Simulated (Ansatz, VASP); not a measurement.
One calculation of W, two programs

```
W
1.0
    -1.57970    1.57970    1.57970
     1.57970   -1.57970    1.57970
     1.57970    1.57970   -1.57970
W
1
Direct
  0.00000 0.00000 0.00000
```

Alike in both runs: functional PBE; dispersion D3(BJ); k mesh 18 × 18 × 18; occupations gaussian, width 0.1 eV; no spin polarisation.

Ansatz relaxed the structure, and its values are those at the end. VASP's run is a single point on that final structure, the one shown.

```csv
,VASP,Ansatz
version,VASP 6.6.1,Ansatz 0.2.0
potentials or method,"VASP PAW PBE potentials, release 64 (W_sv), cutoff 520 eV","scalar-relativistic, plane waves, PAW"
valence electrons in the cell,14,14
```

|  | VASP | Ansatz | Ansatz less VASP |
| --- | --- | --- | --- |
| gap on the k mesh at the Fermi level (eV) | none | none | - |
| pressure (GPa) | 0.6 | 0.0 | -0.61 |

A gap of «none» marks a metal or a gap that the smearing closes.

Neither program's run includes spin-orbit coupling.
